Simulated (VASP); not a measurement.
Wanted: the native input for a VASP 6.6.1 run.

| Item | Value |
| --- | --- |
| Task | single point |
| Functional | LDA |
| Potentials or basis | VASP PAW LDA potentials, release 64 (Mo_sv) |
| Cutoff | 520 eV |
| k mesh | 20 × 20 × 20 |
| Occupations | gaussian, width 0.15 eV |
| Spin | no spin polarisation |
| Dipole correction | no |
| Further INCAR settings | ALGO = Normal; EDIFF = 1e-06; NBANDS = 13 |

The structure of Mo lies in POSCAR:

```
Mo
1.0
    0.0000000000      2.0150000000      1.9847750000
    2.0150000000      0.0000000000      1.9847750000
    2.0150000000      2.0150000000      0.0000000000
Mo
1
Direct
    0.0000000000      0.0000000000      0.0000000000
```

This cell differs from its parent crystal: strain +0.000 along x and y, -0.015 along z.

One way to write it, as run:

INCAR

```
SYSTEM = Mo
  ALGO = Normal
  EDIFF = 1E-6
  ENCUT = 520
  ISIF = 2
  ISMEAR = 0
  LASPH = .TRUE.
  LCHARG = .TRUE.
  LELF = .TRUE.
  LREAL = .FALSE.
  LVHAR = .TRUE.
  LWAVE = .FALSE.
  NBANDS = 13
  NELM = 100
  PREC = Accurate
  SIGMA = 0.15
```

KPOINTS

```
k-points
0
G
  20 20 20
  0 0 0
```

Potentials or basis: VASP PAW LDA potentials, release 64 (Mo_sv).

Launch:

```bash
$ cat potpaw_LDA.64/Mo_sv/POTCAR > POTCAR
$ mpirun -np 1 vasp_std > vasp.out
```

It gave:

```yaml
Pressure: -12.4 GPa
Band_gap_on_the_k_mesh: zero (bands 7 and 8 overlap by 4.62 eV)
```

Caveat: the cell differs from its parent crystal (strain +0.000 along x and y, -0.015 along z); the cell stands under tension.

Run time: 56 s on 1 thread of Intel(R) Xeon(R) Platinum 8375C CPU @ 2.90GHz (Ice Lake) (shared host), peak memory 0.23 GiB.
